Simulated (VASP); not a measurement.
# BP (F-43m) in VASP: notebook, part 2 of 2

VASP 6.6.1. The steps go on from the part before.

### 4 Vibrations by perturbation theory, LDA

This run uses another cell than the first one, of 11.80 Å³/atom, 1.020 times its volume.

File INCAR:

```
PREC = Accurate ; ENCUT = 500
EDIFF = 1E-8 ; ISMEAR = 0
SIGMA = 0.01 ; LREAL = F
LASPH = T ; NELM = 120
ALGO = Normal ; ISIF = 2
LWAVE = F ; LCHARG = T
IBRION = 8 ; NSW = 1
GGA_COMPAT = F
```

File KPOINTS:

```
regular mesh
0
Gamma
  8 8 8
```

File POSCAR:

```
BP
1.0
    0.0000000000      2.2765382614      2.2765382614
    2.2765382614      0.0000000000      2.2765382614
    2.2765382614      2.2765382614      0.0000000000
B P
1 1
Direct
    0.0000000000      0.0000000000      0.0000000000
    0.2500000000      0.2500000000      0.2500000000
```

Potentials or basis: VASP PAW LDA potentials, release 64 (B, P).

Launch:

```sh
> cat potpaw_LDA.64/B/POTCAR potpaw_LDA.64/P/POTCAR > POTCAR
> mpirun -np 1 vasp_std > vasp.out
```

OUTCAR:

```text
PREC = Accurate
   ENCUT = 500
   EDIFF = 1E-8
   ISMEAR = 0
   LREAL = F
   LASPH = T
   NELM = 120
   ISIF = 2
   IBRION = 8
   NSW = 1

 ion  position               nearest neighbor table
   1  0.000  0.000  0.000-   2 1.97   2 1.97   2 1.97   2 1.97
   2  0.250  0.250  0.250-   1 1.97   1 1.97   1 1.97   1 1.97

  LATTYP: Found a face centered cubic cell.
 ALAT       =     4.5530765228

  Lattice vectors:

 A1 = (   0.0000000000,   2.2765382614,   2.2765382614)
 A2 = (   2.2765382614,   0.0000000000,   2.2765382614)
 A3 = (   2.2765382614,   2.2765382614,   0.0000000000)

Analysis of symmetry for initial positions (statically):
[... 5 lines left out ...]
 face centered cubic supercell.

 Subroutine GETGRP returns: Found 24 space group operations
 (whereof 24 operations were pure point group operations)
 out of a pool of 48 trial point group operations.

The static configuration has the point symmetry T_d .

Analysis of symmetry for dynamics (positions and initial velocities):
[... 5 lines left out ...]
 face centered cubic supercell.

 Subroutine GETGRP returns: Found 24 space group operations
 (whereof 24 operations were pure point group operations)
 out of a pool of 48 trial point group operations.

The dynamic configuration has the point symmetry T_d .

 Subroutine INISYM returns: Found 24 space group operations
 (whereof 24 operations are pure point group operations),
 and found     1 'primitive' translations

----------------------------------------------------------------------------------------

                                     Primitive cell

  volume of cell :      23.5969

  direct lattice vectors                    reciprocal lattice vectors
[... 433 lines left out ...]
 -----------------------------------------------------------------------------------
    total drift:                                0.000000      0.000000      0.000000

  FREE ENERGIE OF THE ION-ELECTRON SYSTEM (eV)
  ---------------------------------------------------
  free  energy   TOTEN  =       -14.3761530570 eV

  energy  without entropy=      -14.3761530570  energy(sigma->0) =      -14.37615306

[... ionic steps 2 to 3 ...]

--------------------------------------- Ionic step        4  -------------------------------------------

------------------------ aborting loop because EDIFF is reached ----------------------------------------

[... ionic steps 5 to 6 ...]

--------------------------------------- Ionic step        7  -------------------------------------------

 Free energy of the ion-electron system (eV)
  ---------------------------------------------------
  ---------------------------------------------------
  free energy    TOTEN  =        -0.04129855 eV

  energy without entropy =       -0.04129855

------------------------ aborting loop because EDIFF is reached ----------------------------------------

 INTERNAL STRAIN TENSOR  FOR ION    2  DIRECTION 1   (eV/Angst):
 -----------------------------------------------------------------------------
     0.00589  0.00000  0.00000
     0.00000  0.00026 -5.71716
     0.00000 -5.71716  0.00026

 INTERNAL STRAIN TENSOR FOR ION    2 for displacements in x,y,z  (eV/Angst):
          X           Y           Z          XY          YZ          ZX
  --------------------------------------------------------------------------------
  x    -0.00000    -0.00000    -0.00000     0.00000    -5.71716     0.00000
  y     0.00000    -0.00000     0.00000     0.00000     0.00000    -5.71716
  z    -0.00000    -0.00000    -0.00000    -5.71716     0.00000     0.00000

 SECOND DERIVATIVES (NOT SYMMETRIZED)
 ------------------------------------
               1X          1Y          1Z          2X          2Y          2Z
  1X   -18.202873    0.000000    0.000000   18.202873    0.000000    0.000000
  1Y     0.000000  -18.202873    0.000000    0.000000   18.202873    0.000000
  1Z     0.000000    0.000000  -18.202873    0.000000    0.000000   18.202873
  2X    18.204992    0.000000    0.000000  -18.204992    0.000000    0.000000
  2Y     0.000000   18.204992    0.000000    0.000000  -18.204992    0.000000
  2Z     0.000000    0.000000   18.204992    0.000000    0.000000  -18.204992

 Eigenvectors and eigenvalues of the dynamical matrix
 ----------------------------------------------------

   1 f  =   23.561658 THz   148.042266 2PiTHz  785.932329 cm-1    97.443146 meV
             X         Y         Z           dx          dy          dz
      0.000000  0.000000  0.000000     0.000000    0.860958    0.000000
      1.138269  1.138269  1.138269     0.000000   -0.508676    0.000000
[... 21 lines left out ...]
   6 f/i=    0.000601 THz     0.003774 2PiTHz    0.020033 cm-1     0.002484 meV
             X         Y         Z           dx          dy          dz
      0.000000  0.000000  0.000000     0.000000    0.000000   -0.508676
      1.138269  1.138269  1.138269     0.000000    0.000000   -0.860958

--------------------------------------------------------------------------------------------------------

 ELASTIC MODULI CONTR FROM IONIC RELAXATION (kBar)
 Direction    XX          YY          ZZ          XY          YZ          ZX
 --------------------------------------------------------------------------------
 XX          -0.0000     -0.0000     -0.0000      0.0000      0.0000     -0.0000
 YY          -0.0000     -0.0000     -0.0000      0.0000      0.0000     -0.0000
 ZZ          -0.0000     -0.0000     -0.0000     -0.0000      0.0000     -0.0000
 XY           0.0000      0.0000     -0.0000   -131.0593      0.0000      0.0000
 YZ           0.0000      0.0000      0.0000      0.0000   -131.0593      0.0000
 ZX          -0.0000     -0.0000     -0.0000      0.0000      0.0000   -131.0593
 --------------------------------------------------------------------------------
```

OSZICAR:

```text
N       E                     dE             d eps       ncg     rms          rms(c)
DAV:   1     0.782047215878E+01    0.78205E+01   -0.38444E+03   464   0.848E+02
DAV:   2    -0.149281280445E+02   -0.22749E+02   -0.21935E+02   752   0.109E+02
DAV:   3    -0.151782642352E+02   -0.25014E+00   -0.25014E+00   496   0.153E+01
[... 37 lines left out ...]
RMM:   5    -0.413068058775E-01    0.26555E-04   -0.14191E-05  2563   0.736E-03    0.389E-03
RMM:   6    -0.412995859361E-01    0.72199E-05   -0.75999E-06  2526   0.122E-03    0.220E-03
RMM:   7    -0.412995436649E-01    0.42271E-07   -0.21590E-06  2567   0.580E-04    0.146E-04
RMM:   8    -0.412986851604E-01    0.85850E-06   -0.50958E-07  2614   0.112E-04    0.359E-05
RMM:   9    -0.412985529411E-01    0.13222E-06   -0.30983E-07  2666   0.318E-05    0.923E-06
RMM:  10    -0.412985513319E-01    0.16092E-08   -0.49669E-08  2627   0.971E-06    0.690E-06
 Linear response finished
```

stdout:

```text
POSCAR found type information on POSCAR B P
 POSCAR found :  2 types and       2 ions
 scaLAPACK will be used
 LDA part: xc-table for (Slater(with rela. corr.)+CA(PZ))
 , standard interpolation
 POSCAR, INCAR and KPOINTS ok, starting setup
 FFT: planning ... GRIDC
 FFT: planning ... GRID_SOFT
 FFT: planning ... GRID
 WAVECAR not read
 entering main loop
 Linear response reoptimize wavefunctions to high precision
 Linear response DOF=           2
 Linear response progress:
 first order change of Fermi-energy   0.14583E-03
 force on displaced ion       1 direction 1 : -18.203  -0.000  -0.000
 Linear response progress:
 first order change of Fermi-energy   0.11408E-03
 force on displaced ion       2 direction 1 : -18.205  -0.000  -0.000
 Linear response finished
```

It took 46 s on 1 thread of AMD EPYC 7R43 (Zen 3), shared host; peak memory 0.13 GiB.

What came out:

```yaml
Highest_phonon_frequency_at_Γ_LO-TO_splitting_left_out: 786 cm⁻¹
```

Phonon frequencies in cm⁻¹ (negative: imaginary):
| q point | frequencies |
| --- | --- |
| (0.000, 0.000, 0.000) | 0 0 0 786 786 786 |

Caveat: the cell wasn't relaxed at this level first, which shifts response properties.
